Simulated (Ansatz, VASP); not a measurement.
**Al2O3: VASP beside Ansatz**

```xyz
10
Lattice="2.5033 1.4453 3.9430 -2.5033 1.4453 3.9430 0.0000 -2.8905 3.9430" Properties=species:S:1:pos:R:3 pbc="T T T"
Al    0.0000    0.0000   10.0787
Al    0.0000    0.0000    7.6647
Al    0.0000    0.0000    1.7503
Al    0.0000    0.0000    4.1642
O    -0.9720   -1.4453    4.9287
O     1.7376   -0.1191    4.9287
O    -0.7656    1.5644    4.9287
O     0.9720    1.4453    6.9002
O    -1.7376    0.1191    6.9002
O     0.7656   -1.5644    6.9002
```

Alike in both runs: task single point; functional PBEsol; k mesh 6 × 6 × 6; occupations gaussian, width 0.05 eV; no spin polarisation.

|  | VASP | Ansatz |
| --- | --- | --- |
| version | VASP 6.6.1 | Ansatz 0.2.0 |
| potentials or method | VASP PAW PBE potentials, release 64 (Al, O), cutoff 520 eV | scalar-relativistic, plane waves, PAW |
| valence electrons in the cell | 48 | 48 |

```tsv
	VASP	Ansatz	Ansatz less VASP
gap on the k mesh at the Fermi level (eV)	4.63	4.63	0.000
least direct gap on the mesh (eV)	4.63	4.63	0.000
pressure (GPa)	-0.2	-0.3	-0.14
traceless stress, the component that is largest in VASP (GPa)	36.03	36.00	-0.025
rms of the force components (eV/Å)	0.546	0.539	-0.0068
```

VASP's potentials were made for PBE, not for PBEsol, and Ansatz warns of the same on its side. Atom by atom the forces differ by 0.009 eV/Å (rms over components).
